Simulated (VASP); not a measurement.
Input of a VASP 6.6.1 run:

File INCAR:

```
SYSTEM = AlGeIr3
PREC = Accurate
ENCUT = 600
EDIFF = 1E-7
ISMEAR = 0
SIGMA = 0.1
LREAL = .False.
LASPH = .True.
NELM = 100
ALGO = Normal
ISIF = 3
LWAVE = .False.
LCHARG = .False.
GGA = PE
IBRION = 2
NSW = 90
EDIFFG = -0.04
```

The input KPOINTS:

```
Automatic mesh
0
Gamma
  4 4 4
  0 0 0
```

POSCAR

```
AlGeIr3
1.0
    3.9744362900      0.0000000000      0.0000000000
    0.0000000000      3.9744362900      0.0000000000
    0.0000000000      0.0000000000      3.9744362900
Al Ge Ir
1 1 3
Direct
    0.0000000000      0.0000000000      0.0000000000
    0.5000000000      0.5000000000      0.5000000000
    0.5000000000      0.5000000000      0.0000000000
    0.5000000000      0.0000000000      0.5000000000
    0.0000000000      0.5000000000      0.5000000000
```

Potentials or basis: VASP PAW PBE potentials, release 64 (Al, Ge_d, Ir).

Command:

```bash
$ cat potpaw_PBE.64/Al/POTCAR potpaw_PBE.64/Ge_d/POTCAR potpaw_PBE.64/Ir/POTCAR > POTCAR
$ mpirun -np 1 vasp_std > vasp.out
```

(1) Predict the relaxed volume.

(2) What does it give for the band gap on the k mesh?

Results:

(1) 18.48 Å³/atom.

(2) zero (bands 22 and 23 overlap by 0.11 eV).

Caveat: the k points lie up to 0.35 Å⁻¹ apart in the final cell; the volume moved by over 15 % at a fixed basis, so the end points are rough; spin-orbit coupling is left out, which moves the levels of the heavy elements.
